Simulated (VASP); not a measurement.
The system is Cd2S.

```xyz
3
Lattice="3.9627 0.0000 0.0000 -1.9813 3.4318 0.0000 0.0000 0.0000 5.8092" Properties=species:S:1:pos:R:3 pbc="T T T"
Cd    0.0000    2.2878    5.4183
Cd    1.9813    1.1439    3.3620
S     0.0000    2.2878    2.1245
```

Program: VASP 6.6.1. Alike in all runs: task single point; no spin polarisation; cell as given; smearing fermi-dirac 0.05 eV.

**Question.** Order these runs on this cell by their band gap on the k mesh, lowest first.
A. level PBE-based global hybrid with 15 % exact exchange; potentials or basis VASP PAW PBE potentials, release 64 (Cd, S); k mesh 5 × 5 × 3; cutoff (eV) 520; grid for exact exchange (PRECFOCK) Normal; share of exact exchange 0.15
B. level r2SCAN-based global hybrid with 50 % exact exchange; potentials or basis VASP PAW PBE potentials, release 64 (Cd, S); k mesh 5 × 5 × 3; cutoff (eV) 520; grid for exact exchange (PRECFOCK) Normal; share of exact exchange 0.5
C. level PBE-based screened hybrid with 20 % exact exchange; potentials or basis VASP PAW PBE potentials, release 64 (Cd, S); k mesh 4 × 4 × 3; cutoff (eV) 520; grid for exact exchange (PRECFOCK) Normal; share of exact exchange 0.2; screening parameter 0.2 1/Å
D. level LDA; potentials or basis VASP PAW LDA potentials, release 64 (Cd, S); k mesh 8 × 8 × 5; cutoff (eV) 500

**Answer.** D (0.24 eV), C (1.08 eV), A (1.62 eV), B (2.69 eV).

Caveats: some runs use coarse meshes; an odd mesh through Γ misses points on the zone boundary, where band edges can lie; the cell stands under tension (at least some runs).

A k mesh can miss the band edges, odd and even meshes differently.
